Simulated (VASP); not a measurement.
# Mg (Im-3m) in VASP: relaxation of cell and atoms with PBE

Aim: the relaxation of cell and atoms of Mg with PBE.

Everything below comes from runs of VASP 6.6.1. Logs are shortened: lines on timing, memory, paths and dates and some standing lists are left out, and cuts for length are marked.

### Step 1. The cell of the first run

Symmetry: Im-3m, No. 229, cubic system. The conventional cell has a = 3.600 Å, b = 3.600 Å, c = 3.600 Å, α = 90.00°, β = 90.00°, γ = 90.00°. Mg (site symmetry m-3m) has 14 Mg at 3.12 to 3.60 Å within 4.1 Å.

This isn't the form of Mg at room conditions, which is hcp.

### Step 2. Relaxation of cell and atoms, PBE, target pressure -0.31 GPa, at which the enthalpy is minimised

File INCAR:

```
ALGO     = Normal         # electronic algorithm
EDIFF    = 1E-6           # SCF threshold, eV
EDIFFG   = -0.005         # ionic threshold
ENCUT    = 600            # plane-wave cutoff, eV
GGA      = PE             # functional
IBRION   = 2              # ionic algorithm
ISIF     = 3              # what is computed and relaxed
ISMEAR   = -1             # smearing method
LASPH    = True           # aspherical terms in the spheres
LCHARG   = False          # write CHGCAR
LREAL    = False          # projectors in reciprocal space
LWAVE    = False          # write WAVECAR
NELM     = 60             # most SCF steps
NSW      = 60             # ionic steps
PREC     = Accurate       # precision mode
PSTRESS  = -3.1         
SIGMA    = 0.08           # smearing width, eV
```

File KPOINTS:

```
k-points
0
Gamma
  15 15 15
```

File POSCAR:

```
Mg
1.0
   -1.8001609651      1.8001609651      1.8001609651
    1.8001609651     -1.8001609651      1.8001609651
    1.8001609651      1.8001609651     -1.8001609651
Mg
1
Direct
    0.0000000000      0.0000000000      0.0000000000
```

Potentials or basis: VASP PAW PBE potentials, release 64 (Mg).

The run is started by

```console
$ cat potpaw_PBE.64/Mg/POTCAR > POTCAR
$ mpirun -np 1 vasp_std > vasp.out
```

OUTCAR:

```text
EDIFF = 1E-6
   EDIFFG = -0.005
   ENCUT = 600
   GGA = PE
   IBRION = 2
   ISIF = 3
   ISMEAR = -1
   LASPH = True
   LREAL = False
   NELM = 60
   NSW = 60
   PREC = Accurate
   PSTRESS = -3.1

 ion  position               nearest neighbor table
   1  0.000  0.000  0.000-

  LATTYP: Found a body centered cubic cell.
 ALAT       =     3.6003219302

  Lattice vectors:

 A1 = (  -1.8001609651,   1.8001609651,   1.8001609651)
 A2 = (   1.8001609651,  -1.8001609651,   1.8001609651)
 A3 = (   1.8001609651,   1.8001609651,  -1.8001609651)

Analysis of symmetry for initial positions (statically):
=====================================================================
 Subroutine PRICEL returns:
 Original cell was already a primitive cell.

 Routine SETGRP: Setting up the symmetry group for a
 body centered cubic supercell.

 Subroutine GETGRP returns: Found 48 space group operations
 (whereof 48 operations were pure point group operations)
 out of a pool of 48 trial point group operations.

The static configuration has the point symmetry O_h .

Analysis of symmetry for dynamics (positions and initial velocities):
=====================================================================
 Subroutine PRICEL returns:
 Original cell was already a primitive cell.

 Routine SETGRP: Setting up the symmetry group for a
 body centered cubic supercell.

 Subroutine GETGRP returns: Found 48 space group operations
 (whereof 48 operations were pure point group operations)
 out of a pool of 48 trial point group operations.

The dynamic configuration has the point symmetry O_h .

 Subroutine INISYM returns: Found 48 space group operations
 (whereof 48 operations are pure point group operations),
 and found     1 'primitive' translations

----------------------------------------------------------------------------------------

                                     Primitive cell

  volume of cell :      23.3343

  direct lattice vectors                    reciprocal lattice vectors
    -1.800160965  1.800160965  1.800160965     0.000000000  0.277752940  0.277752940
     1.800160965 -1.800160965  1.800160965     0.277752940  0.000000000  0.277752940
     1.800160965  1.800160965 -1.800160965     0.277752940  0.277752940  0.000000000
[... 87 lines left out ...]
   NFREE  =      1    steps in history (QN), initial steepest desc. (CG)
   ISIF   =      3    stress and relaxation
   ISYM   =      2    0-nonsym 1-usesym 2-fastsym
   POTIM  = 0.5000    time-step for ionic-motion
   TEBEG  =    0.0;   TEEND  =   0.0 temperature during run
   PSTRESS=   -3.1 pullay stress
   NELECT =       2.0000    total number of electrons
   NUPDOWN=      -1.0000    fix difference up-down
   EMIN   =  10.00;   EMAX   =-10.00  energy-range for DOS
   EFERMI =   0.00;   METHOD = LEGACY
   ISMEAR =    -1;   SIGMA  =   0.08  broadening in eV -4-tet -1-fermi 0-gaus
   EFERMI_NEDOS =   21; number of points for ismear=-14 and -15
   IALGO  =     38    algorithm
   IMIX   =      4    mixing-type and parameters
     AMIX     =   0.40;   BMIX     =  1.00
     AMIX_MAG =   1.60;   BMIX_MAG =  1.00
  volume/ion in A,a.u.               =      23.33       157.47
  Fermi-wavevector in a.u.,A,eV,Ry     =   0.721805  1.364015  7.088678  0.521003
  Thomas-Fermi vector in A             =   1.811607
   LORBIT       =      0    0 simple, 1 ext, 2 COOP (PROOUT), +10 PAW based schemes
   GGA     = PE    functional components
   LHFCALC =     F    Hartree Fock is set to
   AEXX    =    0.0000 exact exchange contribution
   IVDW    =     0    specifies the selected vdW correction
   LEPSILON=     F    determine dielectric tensor
   LRPA    =     F    only Hartree local field effects (RPA)
 conjugate gradient relaxation of ions
 non-spin polarized calculation
  energy-cutoff  :      600.00
  volume of cell :       23.33
 maximum number of plane-waves:       791
 NGX is ok and might be reduce to    28
   NGX = 13   NGY = 13   NGZ = 13

--------------------------------------- Ionic step        1  -------------------------------------------

 number of electron       2.0000000 magnetization

 Free energy of the ion-electron system (eV)
  ---------------------------------------------------
  ext. energy  EPLUGINS =         0.00000000
  ---------------------------------------------------
  free energy    TOTEN  =        -1.48198761 eV

  energy without entropy =       -1.47405195  energy(sigma->0) =       -1.47801978

------------------------ aborting loop because EDIFF is reached ----------------------------------------

  FORCE on cell =-STRESS in cart. coord.  units (eV):
  Direction    XX          YY          ZZ          XY          YZ          ZX
  --------------------------------------------------------------------------------------
  -------------------------------------------------------------------------------------
  Total       -0.1077435     -0.1077435     -0.1077435     -0.0000000      0.0000000     -0.0000000
  in kB       -7.3978846     -7.3978846     -7.3978846     -0.0000000      0.0000000     -0.0000000
  external PRESSURE =      -4.2978846 kB  Pullay stress =      -3.1000000 kB
[... 61 lines left out ...]
--------------------------------------- Ionic step        3  -------------------------------------------

 number of electron       2.0000000 magnetization

 Free energy of the ion-electron system (eV)
  ---------------------------------------------------
  ext. energy  EPLUGINS =         0.00000000
  ---------------------------------------------------
  free energy    TOTEN  =        -1.48296973 eV

  energy without entropy =       -1.47515029  energy(sigma->0) =       -1.47906001

 E-fermi :   2.6206     XC(G=0):  -8.4839

 val. band max:        2.5563937446   @ k =   0.3333   0.2667   0.0667
 cond. band min:       2.6496150248   @ k =  -0.4667   0.4667   0.1333
 fundamental gap:      0.0932212801
 Fermi energy:         2.6206223405

 k-point     1 :       0.0000    0.0000    0.0000
  band No.  band energies     occupation
      1      -4.2978      2.00000
      2      15.6252      0.00000
      3      15.6252      0.00000
      4      15.6252      0.00000
      5      17.6532      0.00000
[... 177 lines left out ...]
 k-point    24 :       0.4000    0.2000   -0.0000
  band No.  band energies     occupation
      1       1.7942      1.99993
      2       2.3868      1.89790
      3       6.5755      0.00000
      4      10.9826      0.00000
      5      15.2925      0.00000

 [... further k-points ...]

------------------------ aborting loop because EDIFF is reached ----------------------------------------

  FORCE on cell =-STRESS in cart. coord.  units (eV):
  Direction    XX          YY          ZZ          XY          YZ          ZX
  --------------------------------------------------------------------------------------
  -------------------------------------------------------------------------------------
  Total       -0.0447225     -0.0447225     -0.0447225     -0.0000000      0.0000000      0.0000000
  in kB       -3.1105606     -3.1105606     -3.1105606     -0.0000000      0.0000000      0.0000000
  external PRESSURE =      -0.0105606 kB  Pullay stress =      -3.1000000 kB
[... 20 lines left out ...]
  energy  without entropy=       -1.4751502861  energy(sigma->0) =       -1.47906001

  enthalpy is  TOTEN    =        -1.5275403842 eV   P V=       -0.0445706502

 reached required accuracy - stopping structural energy minimisation
```

OSZICAR:

```text
N       E                     dE             d eps       ncg     rms          rms(c)
DAV:   1    -0.408251511493E+00   -0.40825E+00   -0.84197E+02  1240   0.305E+02
DAV:   2    -0.148461779768E+01   -0.10764E+01   -0.97332E+00  1490   0.167E+01
DAV:   3    -0.149033894886E+01   -0.57212E-02   -0.57192E-02  1720   0.153E+00
DAV:   4    -0.149035200045E+01   -0.13052E-04   -0.13051E-04  1640   0.545E-02
DAV:   5    -0.149035203340E+01   -0.32958E-07   -0.33129E-07  1715   0.215E-03    0.681E-01
DAV:   6    -0.148643303860E+01    0.39190E-02   -0.33110E-04  1470   0.187E-01    0.436E-01
DAV:   7    -0.148197986268E+01    0.44532E-02   -0.15237E-03  1350   0.332E-01    0.253E-02
DAV:   8    -0.148198811818E+01   -0.82555E-05   -0.72974E-06  1905   0.230E-02    0.577E-03
DAV:   9    -0.148198761277E+01    0.50541E-06   -0.73081E-07  1450   0.479E-03
   1 F= -.15271363E+01 E0= -.15231685E+01  d E =-.152714E+01
       N       E                     dE             d eps       ncg     rms          rms(c)
DAV:   1    -0.148276814362E+01   -0.78003E-03   -0.15509E-03  1580   0.210E-01    0.128E-02
DAV:   2    -0.148276617060E+01    0.19730E-05   -0.66507E-06  1430   0.209E-02    0.821E-03
DAV:   3    -0.148276465363E+01    0.15170E-05   -0.30229E-07  1300   0.535E-03    0.376E-04
DAV:   4    -0.148276460219E+01    0.51445E-07   -0.58384E-09   780   0.611E-04
   2 F= -.15275055E+01 E0= -.15235788E+01  d E =-.369212E-03
       N       E                     dE             d eps       ncg     rms          rms(c)
DAV:   1    -0.148296992052E+01   -0.20527E-03   -0.27070E-04  1560   0.880E-02    0.535E-03
DAV:   2    -0.148296973402E+01    0.18650E-06   -0.11567E-06  1345   0.873E-03
   3 F= -.15275404E+01 E0= -.15236307E+01  d E =-.404085E-03
```

CONTCAR:

```text
Mg
   1.00000000000000
    -1.7924454829952752    1.7924454829952752    1.7924454829952752
     1.7924454829952752   -1.7924454829952752    1.7924454829952752
     1.7924454829952752    1.7924454829952752   -1.7924454829952752
  Mg
     1
Direct
     0.0000000000000000    0.0000000000000000    0.0000000000000000

  0.00000000E+00  0.00000000E+00  0.00000000E+00
```

It took 11 s on 1 thread of AMD EPYC 9R45 (Zen 5), shared host; peak memory 0.14 GiB.

Results:

* Free energy: -1.4830 eV
* Relaxed volume: 23.04 Å³/atom
* Relaxed cell: a = 3.105 Å, b = 3.105 Å, c = 3.105 Å, α = 109.47°, β = 109.47°, γ = 109.47°
* Space group after relaxing (to 0.1 Å): Im-3m (No. 229)
* Energy change on relaxing (the run minimises the enthalpy): -1.0 meV/atom
* Ionic steps: 3
* Pressure after relaxing: -0.3 GPa
* Band gap on the k mesh: zero (bands 1 and 2 overlap by 3.54 eV)

The path:
| step | energy change (eV) | largest force (eV/Å) | pressure (GPa) | volume (Å³) |
| --- | --- | --- | --- | --- |
| 1 | 0.0000 | 0.0000 | -0.74 | 23.33 |
| 2 | -0.0008 | 0.0000 | -0.44 | 23.12 |
| 3 | -0.0010 | 0.0000 | -0.31 | 23.04 |

Final structure:
```cif
data_structure
_symmetry_space_group_name_H-M 'P 1'
_symmetry_Int_Tables_number 1
_cell_length_a 3.1046
_cell_length_b 3.1046
_cell_length_c 3.1046
_cell_angle_alpha 109.471
_cell_angle_beta 109.471
_cell_angle_gamma 109.471
_cell_volume 23.04
loop_
_atom_site_label
_atom_site_type_symbol
_atom_site_fract_x
_atom_site_fract_y
_atom_site_fract_z
_atom_site_occupancy
Mg1 Mg 0.00000 0.00000 0.00000 1
```

Caveat: the cell is relaxed towards a set pressure, so the run minimises the enthalpy, not the energy.
